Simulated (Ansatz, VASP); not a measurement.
# Ca in VASP and in Ansatz

Contents of INCAR:

```
SYSTEM = Ca
  PREC = Accurate
  ENCUT = 520
  EDIFF = 1E-8
  ISMEAR = -1
  SIGMA = 0.05
  LREAL = .False.
  LASPH = .True.
  NELM = 80
  ALGO = Normal
  ISIF = 2
  LWAVE = .False.
  LCHARG = .False.
  GGA = PS
  LEFG = .True.
  NBANDS = 11
```

The input KPOINTS:

```
Automatic mesh
0
Gamma
  11 11 11
  0 0 0
```

Contents of POSCAR:

```
Ca
1.0
    0.0000000000      2.7942000000      2.7942000000
    2.7942000000      0.0000000000      2.7942000000
    2.7942000000      2.7942000000      0.0000000000
Ca
1
Direct
    0.0000000000      0.0000000000      0.0000000000
```

Input for Ansatz:

```yaml
crystal:
  lattice:
    - [0.0, 2.7942, 2.7942]
    - [2.7942, 0.0, 2.7942]
    - [2.7942, 2.7942, 0.0]
  atoms:
    - { symbol: Ca, position: [0.0, 0.0, 0.0] }
kpoints:
  mp_grid: { grid: [11, 11, 11] }
  band_path:
    path:
      - [0.0, 0.0, 0.0]
      - [0.5, 0.0, 0.5]
      - [0.625, 0.25, 0.625]
      - [0.375, 0.375, 0.75]
      - [0.0, 0.0, 0.0]
      - [0.5, 0.5, 0.5]
      - [0.5, 0.25, 0.75]
      - [0.5, 0.0, 0.5]
    npoints: 8
scf:
  occupations: { method: fermi_dirac, width: 0.05 }
hamiltonian:
  xc: pbesol
  pseudopotentials: { kind: all_electron, datasets: crystal }
output:
  forces: true
  stress: true
  eigenvalues: true
  efg: { contact_densities: true }
```

Alike in both runs: task electric field gradients; functional PBEsol; k mesh 11 × 11 × 11; occupations fermi-dirac, width 0.05 eV; no spin polarisation.

```csv
,VASP,Ansatz
version,VASP 6.6.1,Ansatz 0.2.0
potentials or method,"VASP PAW PBE potentials, release 64 (Ca_sv), cutoff 520 eV","all-electron PAW with datasets made for the crystal, scalar-relativistic"
```

```csv
,VASP,Ansatz,Ansatz less VASP
pressure (GPa),-1.2,-1.2,-0.01
```

VASP's potentials were made for PBE, not for PBEsol. Ansatz ran all-electron here, and VASP with PAW potentials.
